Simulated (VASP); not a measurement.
AlNi3: single point with r2SCAN

AlNi3:

```
Ni Al
1.0
     0.00000    2.80189    2.80189
     2.80189    0.00000    2.80189
     2.80189    2.80189    0.00000
Ni Al
3 1
Direct
  0.75000 0.75000 0.75000
  0.00000 0.00000 0.00000
  0.25000 0.25000 0.25000
  0.50000 0.50000 0.50000
```

| Quantity | Value |
| --- | --- |
| Program | VASP 6.6.1 |
| Task | single point |
| Functional | r2SCAN |
| Potentials or basis | VASP PAW PBE potentials, release 64 (Ni, Al) |
| Cutoff | 520 eV |
| k mesh | 8 × 8 × 8 |
| Occupations | fermi-dirac, width 0.05 eV |
| Spin | collinear spin, ferromagnetic start |
| Starting moments | [1.0, 1.0, 1.0, 0.0] μB |
| Dipole correction | no |
| Further INCAR settings | ALGO = Normal; EDIFF = 1e-07; NBANDS = 28 |

| Quantity | Value |
| --- | --- |
| Pressure | 0.1 GPa |
| Net moment | 0.00 μB per cell |
| Valence electrons inside the program's atomic spheres | Ni 9.50, 9.44; Al 0.84 |

Levels at points of the mesh, in eV from the Fermi level:
Spin up:
| k point | band 12 | band 13 | band 14 | band 15 | band 16 | band 17 | band 18 | band 19 | band 20 | band 21 |
| --- | --- | --- | --- | --- | --- | --- | --- | --- | --- | --- |
| (0.00, 0.00, 0.00) | -0.95 | -0.59 | -0.59 | -0.56 | -0.56 | 5.66 | 5.66 | 5.66 | 6.18 | 6.18 |
| (0.50, 0.00, 0.00) | -1.78 | -0.69 | -0.69 | -0.49 | -0.49 | -0.14 | 4.51 | 4.51 | 4.98 | 4.98 |
| (0.50, 0.50, 0.00) | -1.25 | -1.10 | -0.73 | -0.60 | -0.44 | -0.35 | -0.35 | -0.01 | 4.51 | 4.97 |
Spin down:
```
           k point  band 12  band 13  band 14  band 15  band 16  band 17  band 18  band 19  band 20  band 21
(0.00, 0.00, 0.00)    -0.95    -0.59    -0.59    -0.56    -0.56     5.66     5.66     5.66     6.18     6.18
(0.50, 0.00, 0.00)    -1.78    -0.69    -0.69    -0.49    -0.49    -0.14     4.51     4.51     4.98     4.98
(0.50, 0.50, 0.00)    -1.25    -1.10    -0.73    -0.60    -0.44    -0.35    -0.35    -0.01     4.51     4.97
```

Wall time 7.2 min on 1 thread of AMD EPYC 9R45 (Zen 5), on a shared host, peak memory 0.2 GiB.

Caveat: the PAW data sets were made with another functional, which shifts forces and pressure a little.
